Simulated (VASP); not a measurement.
# CdSe (Pm-3m) in VASP: further runs

CdSe is run at these levels: PBE; tasks: single point.

Program: VASP 6.6.1. These are calculated values, not measurements. Logs are shortened: lines on timing, memory, paths and dates and some standing lists are left out, and cuts for length are marked.

### 1 The cell of the first run

The structure is cubic, space group Pm-3m (No. 221). The conventional cell has a = 3.533 Å, b = 3.533 Å, c = 3.533 Å, α = 90.00°, β = 90.00°, γ = 90.00°. Within 4.0 Å of Cd (site symmetry m-3m) lie 8 Se at 3.06 Å and 6 Cd at 3.53 Å. Se (site symmetry m-3m) has 8 Cd at 3.06 Å and 6 Se at 3.53 Å within 4.0 Å.

### 2 Single point, PBE

INCAR reads:

```
PREC     = Accurate       # precision mode
ENCUT    = 520            # plane-wave cutoff, eV
EDIFF    = 1E-6           # SCF threshold, eV
ISMEAR   = -1             # smearing method
SIGMA    = 0.02           # smearing width, eV
LREAL    = F              # projectors in reciprocal space
LASPH    = T              # aspherical terms in the spheres
NELM     = 80             # most SCF steps
ALGO     = Normal         # electronic algorithm
ISIF     = 2              # what is computed and relaxed
LWAVE    = F              # write WAVECAR
LCHARG   = F              # write CHGCAR
GGA      = PE             # functional
NBANDS   = 16             # bands
```

KPOINTS reads:

```
Automatic mesh
0
Gamma
  6 6 6
```

POSCAR reads:

```
CdSe
1.0
    3.5331017334      0.0000000000      0.0000000000
    0.0000000000      3.5331017334      0.0000000000
    0.0000000000      0.0000000000      3.5331017334
Cd Se
1 1
Direct
    0.0000000000      0.0000000000      0.0000000000
    0.5000000000      0.5000000000      0.5000000000
```

Potentials or basis: VASP PAW PBE potentials, release 64 (Cd, Se).

On the command line:

```bash
$ cat potpaw_PBE.64/Cd/POTCAR potpaw_PBE.64/Se/POTCAR > POTCAR
$ mpirun -np 1 vasp_std > vasp.out
```

OUTCAR:

```text
PREC = Accurate
   ENCUT = 520
   EDIFF = 1E-6
   ISMEAR = -1
   LREAL = F
   LASPH = T
   NELM = 80
   ISIF = 2
   GGA = PE

 ion  position               nearest neighbor table
   1  0.000  0.000  0.000-   2 3.06   2 3.06   2 3.06   2 3.06   2 3.06   2 3.06   2 3.06   2 3.06

   2  0.500  0.500  0.500-   1 3.06   1 3.06   1 3.06   1 3.06   1 3.06   1 3.06   1 3.06   1 3.06

  LATTYP: Found a simple cubic cell.
 ALAT       =     3.5331017334

  Lattice vectors:

 A1 = (   3.5331017334,   0.0000000000,   0.0000000000)
 A2 = (   0.0000000000,   3.5331017334,   0.0000000000)
 A3 = (   0.0000000000,   0.0000000000,   3.5331017334)

Analysis of symmetry for initial positions (statically):
=====================================================================
 Subroutine PRICEL returns:
 Original cell was already a primitive cell.

 Routine SETGRP: Setting up the symmetry group for a
 simple cubic supercell.

 Subroutine GETGRP returns: Found 48 space group operations
 (whereof 48 operations were pure point group operations)
 out of a pool of 48 trial point group operations.

The static configuration has the point symmetry O_h .

Analysis of symmetry for dynamics (positions and initial velocities):
=====================================================================
 Subroutine PRICEL returns:
 Original cell was already a primitive cell.

 Routine SETGRP: Setting up the symmetry group for a
 simple cubic supercell.

 Subroutine GETGRP returns: Found 48 space group operations
 (whereof 48 operations were pure point group operations)
 out of a pool of 48 trial point group operations.

The dynamic configuration has the point symmetry O_h .

 Subroutine INISYM returns: Found 48 space group operations
 (whereof 48 operations are pure point group operations),
 and found     1 'primitive' translations

----------------------------------------------------------------------------------------

                                     Primitive cell

  volume of cell :      44.1030

  direct lattice vectors                    reciprocal lattice vectors
     3.533101733  0.000000000  0.000000000     0.283037420  0.000000000  0.000000000
     0.000000000  3.533101733  0.000000000     0.000000000  0.283037420  0.000000000
     0.000000000  0.000000000  3.533101733     0.000000000  0.000000000  0.283037420

  length of vectors
     3.533101733  3.533101733  3.533101733     0.283037420  0.283037420  0.283037420

  position of ions in fractional coordinates (direct lattice)
     0.000000000  0.000000000  0.000000000
     0.500000000  0.500000000  0.500000000

  ion indices of the primitive-cell ions
   primitive index   ion index
                 1           1
                 2           2

----------------------------------------------------------------------------------------

 KPOINTS: Automatic mesh

Automatic generation of k-mesh.
 Grid dimensions read from file:
 generate k-points for:    6    6    6

 Generating k-lattice:

  Cartesian coordinates                     Fractional coordinates (reciprocal lattice)
     0.047172903  0.000000000  0.000000000     0.166666667  0.000000000  0.000000000
     0.000000000  0.047172903  0.000000000     0.000000000  0.166666667  0.000000000
     0.000000000  0.000000000  0.047172903     0.000000000  0.000000000  0.166666667

  Length of vectors
     0.047172903  0.047172903  0.047172903

  Shift w.r.t. Gamma in fractional coordinates (k-lattice)
     0.000000000  0.000000000  0.000000000

 Subroutine IBZKPT returns following result:
 ===========================================

 Found     20 irreducible k-points:

 Following reciprocal coordinates:
            Coordinates               Weight
  0.000000  0.000000  0.000000      1.000000
  0.166667  0.000000  0.000000      6.000000
  0.333333  0.000000  0.000000      6.000000
  0.500000  0.000000  0.000000      3.000000
  0.166667  0.166667  0.000000     12.000000
  0.333333  0.166667  0.000000     24.000000
[... 12 lines left out ...]
  0.500000  0.500000  0.333333      6.000000
  0.500000  0.500000  0.500000      1.000000
   k-points           NKPTS =     20   k-points in BZ     NKDIM =     20   number of bands    NBANDS=     16
   number of dos      NEDOS =    301   number of ions     NIONS =      2
   total plane-waves  NPLWV =  21952
   dimension x,y,z NGX =    28 NGY =   28 NGZ =   28
   dimension x,y,z NGXF=    56 NGYF=   56 NGZF=   56
   ions per type =               1   1
   NGX,Y,Z   is equivalent  to a cutoff of  13.18, 13.18, 13.18 a.u.
   NGXF,Y,Z  is equivalent  to a cutoff of  26.35, 26.35, 26.35 a.u.
 SYSTEM =  unknown system
   PREC   = accura    normal or accurate (medium, high low for compatibility)
   ISTART =      0    job   : 0-new  1-cont  2-samecut
   ICHARG =      2    charge: 1-file 2-atom 10-const
   ISPIN  =      1    spin polarized calculation?
   LNONCOLLINEAR =      F non collinear calculations
   LSORBIT =      F    spin-orbit coupling
   LASPH  =      T    aspherical Exc in radial PAW
   ENCUT  =  520.0 eV  38.22 Ry    6.18 a.u.   6.57  6.57  6.57*2*pi/ulx,y,z
   NELM   =     80;   NELMIN=  2; NELMDL= -5     # of ELM steps
   EDIFF  = 0.1E-05   stopping-criterion for ELM
   LREAL  =      F    real-space projection
   EDIFFG = 0.1E-04   stopping-criterion for IOM
   NSW    =      0    number of steps for IOM
   IBRION =     -1    ionic relax: 0-MD 1-quasi-New 2-CG
   NFREE  =      0    steps in history (QN), initial steepest desc. (CG)
   ISIF   =      2    stress and relaxation
   ISYM   =      2    0-nonsym 1-usesym 2-fastsym
   POTIM  = 0.5000    time-step for ionic-motion
   TEBEG  =    0.0;   TEEND  =   0.0 temperature during run
   PSTRESS=    0.0 pullay stress
   NELECT =      18.0000    total number of electrons
   NUPDOWN=      -1.0000    fix difference up-down
   EMIN   =  10.00;   EMAX   =-10.00  energy-range for DOS
   EFERMI =   0.00;   METHOD = LEGACY
   ISMEAR =    -1;   SIGMA  =   0.02  broadening in eV -4-tet -1-fermi 0-gaus
   EFERMI_NEDOS =   21; number of points for ismear=-14 and -15
   IALGO  =     38    algorithm
   IMIX   =      4    mixing-type and parameters
     AMIX     =   0.40;   BMIX     =  1.00
     AMIX_MAG =   1.60;   BMIX_MAG =  1.00
  volume/ion in A,a.u.               =      22.05       148.81
  Fermi-wavevector in a.u.,A,eV,Ry     =   1.214347  2.294783 20.063682  1.474639
  Thomas-Fermi vector in A             =   2.349770
   LORBIT       =      0    0 simple, 1 ext, 2 COOP (PROOUT), +10 PAW based schemes
   GGA     = PE    functional components
   LHFCALC =     F    Hartree Fock is set to
   AEXX    =    0.0000 exact exchange contribution
   IVDW    =     0    specifies the selected vdW correction
   LEPSILON=     F    determine dielectric tensor
   LRPA    =     F    only Hartree local field effects (RPA)
 non-spin polarized calculation
  energy-cutoff  :      520.00
  volume of cell :       44.10
 maximum number of plane-waves:      1213
 NGX is ok and might be reduce to    28
   NGX = 13   NGY = 13   NGZ = 13

 number of electron      17.9999995 magnetization

 Free energy of the ion-electron system (eV)
  ---------------------------------------------------
  ext. energy  EPLUGINS =         0.00000000
  ---------------------------------------------------
  free energy    TOTEN  =        -4.27460585 eV

  energy without entropy =       -4.27056368  energy(sigma->0) =       -4.27258477

 E-fermi :   3.5235     XC(G=0): -10.5057

 val. band max:        3.5207751649   @ k =   0.5000   0.0000   0.0000
 cond. band min:       3.5518178328   @ k =   0.5000   0.1667   0.0000
 fundamental gap:      0.0310426680
 Fermi energy:         3.5235465976

 k-point     1 :       0.0000    0.0000    0.0000
  band No.  band energies     occupation
      1     -10.2606      2.00000
      2      -5.3303      2.00000
      3      -5.3303      2.00000
      4      -4.8918      2.00000
      5      -4.8918      2.00000
      6      -4.8918      2.00000
[... 8 lines left out ...]
     15      14.1928      0.00000
     16      18.1586      0.00000

 k-point     2 :       0.1667    0.0000    0.0000
  band No.  band energies     occupation
      1     -10.0709      2.00000
      2      -5.3182      2.00000
      3      -5.2676      2.00000
      4      -4.9479      2.00000
      5      -4.9479      2.00000
      6      -4.8874      2.00000
[... 8 lines left out ...]
     15      13.3566      0.00000
     16      17.3825      0.00000

 k-point     3 :       0.3333    0.0000    0.0000
  band No.  band energies     occupation
      1      -9.6248      2.00000
      2      -5.2938      2.00000
      3      -5.1868      2.00000
      4      -5.0552      2.00000
      5      -5.0552      2.00000
      6      -4.8784      2.00000
[... 8 lines left out ...]
     15      15.1651      0.00000
     16      15.7040      0.00000

 k-point     4 :       0.5000    0.0000    0.0000
  band No.  band energies     occupation
      1      -9.3517      2.00000
      2      -5.2815      2.00000
      3      -5.1999      2.00000
      4      -5.1065      2.00000
      5      -5.1065      2.00000
      6      -4.8740      2.00000
[... 8 lines left out ...]
     15      14.2539      0.00000
     16      18.3196      0.00000
[... 248 lines left out ...]
 k-point    18 :       0.5000    0.3333    0.3333
  band No.  band energies     occupation
      1      -8.5624      2.00000
      2      -5.3622      2.00000
      3      -5.2825      2.00000
      4      -4.9840      2.00000
      5      -4.8804      2.00000
      6      -4.7864      2.00000
[... 8 lines left out ...]
     15      16.6577      0.00000
     16      18.6107      0.00000

 k-point    19 :       0.5000    0.5000    0.3333
  band No.  band energies     occupation
      1      -8.3609      2.00000
      2      -5.3610      2.00000
      3      -5.3610      2.00000
      4      -5.1913      2.00000
      5      -4.8313      2.00000
      6      -4.7217      2.00000
[... 8 lines left out ...]
     15      19.4186      0.00000
     16      19.4186      0.00000

 k-point    20 :       0.5000    0.5000    0.5000
  band No.  band energies     occupation
      1      -8.0943      2.00000
      2      -5.4548      2.00000
      3      -5.4548      2.00000
      4      -5.4548      2.00000
      5      -4.7195      2.00000
      6      -4.7195      2.00000
[... 8 lines left out ...]
     15      20.4745      0.00000
     16      20.4745      0.00000

------------------------ aborting loop because EDIFF is reached ----------------------------------------

  FORCE on cell =-STRESS in cart. coord.  units (eV):
  Direction    XX          YY          ZZ          XY          YZ          ZX
  --------------------------------------------------------------------------------------
  -------------------------------------------------------------------------------------
  Total        0.3941484      0.3941484      0.3941484     -0.0000000      0.0000000      0.0000000
  in kB       14.3186436     14.3186436     14.3186436     -0.0000000      0.0000000      0.0000000
  external PRESSURE =      14.3186436 kB  Pullay stress =       0.0000000 kB

 VOLUME and BASIS-vectors are now :
 -----------------------------------------------------------------------------
  energy-cutoff  :      520.00
  volume of cell :       44.10
      direct lattice vectors                 reciprocal lattice vectors
     3.533101733  0.000000000  0.000000000     0.283037420  0.000000000  0.000000000
     0.000000000  3.533101733  0.000000000     0.000000000  0.283037420  0.000000000
     0.000000000  0.000000000  3.533101733     0.000000000  0.000000000  0.283037420

 POSITION                                       TOTAL-FORCE (eV/Angst)
 -----------------------------------------------------------------------------------
      0.00000      0.00000      0.00000         0.000000      0.000000      0.000000
      1.76655      1.76655      1.76655         0.000000      0.000000      0.000000
 -----------------------------------------------------------------------------------
    total drift:                               -0.000000      0.000000     -0.000000

  FREE ENERGIE OF THE ION-ELECTRON SYSTEM (eV)
  ---------------------------------------------------
  free  energy   TOTEN  =        -4.2746058509 eV

  energy  without entropy=       -4.2705636844  energy(sigma->0) =       -4.27258477
```

It took 8.4 s on 1 thread of Intel Xeon 6975P-C, shared host; peak memory 0.16 GiB.

What came out:

```
Free energy            : -4.2746 eV
Pressure               : 1.4 GPa
Band gap on the k mesh : zero (band 9 reaches 3.55 eV, above the bottom of band 10 at 2.26 eV)
```

### 3 Single point, PBE

INCAR reads:

```
SYSTEM = CdSe
  PREC = Accurate
  ENCUT = 520
  EDIFF = 1E-6
  ISMEAR = -1
  SIGMA = 0.02
  LREAL = .FALSE.
  LASPH = .TRUE.
  NELM = 100
  ALGO = Normal
  ISIF = 2
  LWAVE = .FALSE.
  LCHARG = .FALSE.
  GGA = PE
  NBANDS = 16
```

KPOINTS reads:

```
Automatic mesh
0
G
  6 6 6
  0 0 0
```

POSCAR is that of step 2.

Potentials or basis: VASP PAW PBE potentials, release 64 (Cd, Se).

On the command line:

```bash
$ cat potpaw_PBE.64/Cd/POTCAR potpaw_PBE.64/Se/POTCAR > POTCAR
$ mpirun -np 1 vasp_std > vasp.out
```

Wall time 9.9 s (1 thread of Intel Xeon 6975P-C, shared host); peak memory 0.16 GiB.

It converged, with:

```
Free energy            : -4.2746 eV
Pressure               : 1.4 GPa
Band gap on the k mesh : zero (band 9 reaches 3.55 eV, above the bottom of band 10 at 2.26 eV)
```

Levels at points of the mesh, in eV from the Fermi level:
| k point | band 5 | band 6 | band 7 | band 8 | band 9 | band 10 | band 11 | band 12 | band 13 | band 14 |
| --- | --- | --- | --- | --- | --- | --- | --- | --- | --- | --- |
| (0.00, 0.00, 0.00) | -8.42 | -8.42 | -1.61 | -1.26 | -1.26 | -1.26 | 6.04 | 6.04 | 10.67 | 10.67 |
| (0.50, 0.00, 0.00) | -8.63 | -8.40 | -6.11 | 0.00 | 0.00 | 2.68 | 3.96 | 6.55 | 6.55 | 6.94 |
| (0.50, 0.50, 0.00) | -8.25 | -8.18 | -4.54 | -4.54 | -1.54 | 0.13 | 7.15 | 7.15 | 8.09 | 10.05 |
| (0.50, 0.50, 0.50) | -8.24 | -8.24 | -2.29 | -2.29 | -2.29 | 1.35 | 1.35 | 1.35 | 1.63 | 16.95 |
